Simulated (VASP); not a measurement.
Here is a VASP 6.6.1 calculation.

Contents of INCAR:

```
PREC = Accurate
ENCUT = 520
EDIFF = 1E-7
ISMEAR = 0
SIGMA = 0.2
LREAL = False
LASPH = True
NELM = 80
ALGO = Fast
ISIF = 2
LWAVE = False
LCHARG = False
GGA = PE
NBANDS = 45
```

KPOINTS

```
regular mesh
0
Gamma
  6 6 4
```

File POSCAR:

```
Zr
1.0
    0.0024114848      4.3593698567      0.0013833555
   -0.0043762028      0.0014433277      4.3121038224
    8.4558224783      0.0083185271     -0.0107229314
Zr
6
Direct
    0.9999967255      1.0000043713      0.2499856009
    1.0000102402      0.9999605638      0.7500054421
    0.5001572405      0.0002145622      0.5000767826
    0.4998496328     -0.0002082722     -0.0000868915
    0.0001102583      0.5001684761      0.4998863953
   -0.0001240974      0.4998602988      0.0001326706
```

Potentials or basis: VASP PAW PBE potentials, release 64 (Zr_sv).

The run is started by

```console
$ cat potpaw_PBE.64/Zr_sv/POTCAR > POTCAR
$ mpirun -np 1 vasp_std > vasp.out
```

(1) Estimate the largest force.

(2) Predict the band gap on the k mesh.

(3) Predict the pressure.

## Answers

(1) 0.004 eV/Å.

(2) zero (bands 36 and 37 overlap by 1.40 eV).

(3) 0.0 GPa.
